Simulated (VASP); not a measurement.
Here is a VASP 6.6.1 calculation.

POSCAR

```
Au
1.0
    0.0000000000      3.0763636907      3.0763636907
    3.0763636907      0.0000000000      3.0763636907
    3.0763636907      3.0763636907      0.0000000000
Au
2
Direct
    0.1250000000      0.1250000000      0.1250000000
    0.8750000000      0.8750000000      0.8750000000
```

Contents of INCAR.step1:

```
ALGO = Normal
EDIFF = 1E-4
ENCUT = 520
GGA = PE
ISMEAR = -1
LASPH = T
LCHARG = F
LREAL = F
LWAVE = T
NBANDS = 18
NELM = 100
PREC = Accurate
SIGMA = 0.1
```

The input INCAR.step2:

```
ALGO = Normal
EDIFF = 1E-6
ENCUT = 520
ISIF = 2
ISMEAR = -1
ISTART = 1
LASPH = T
LCHARG = T
LELF = T
LMIXTAU = T
LREAL = F
LVHAR = T
LWAVE = F
METAGGA = R2SCAN
NBANDS = 18
NELM = 100
PREC = Accurate
SIGMA = 0.1
```

Contents of KPOINTS:

```
k-points
0
Gamma
  10 10 10
```

Potentials or basis: VASP PAW PBE potentials, release 64 (Au).

Launch:

```sh
$ cat potpaw_PBE.64/Au/POTCAR > POTCAR
$ cp INCAR.step1 INCAR
$ mpirun -np 1 vasp_std > vasp.out
$ cp INCAR.step2 INCAR
$ mpirun -np 1 vasp_std > vasp.out
```

Question: What does it give for the band gap on the k mesh?

Answer: Zero (bands 11 and 12 overlap by 0.71 eV).

Question: What does it give for the pressure?

Answer: -2.1 GPa.

Caveat: the PAW data sets were made with another functional, which shifts forces and pressure a little; spin-orbit coupling is left out, which moves the levels of the heavy elements.
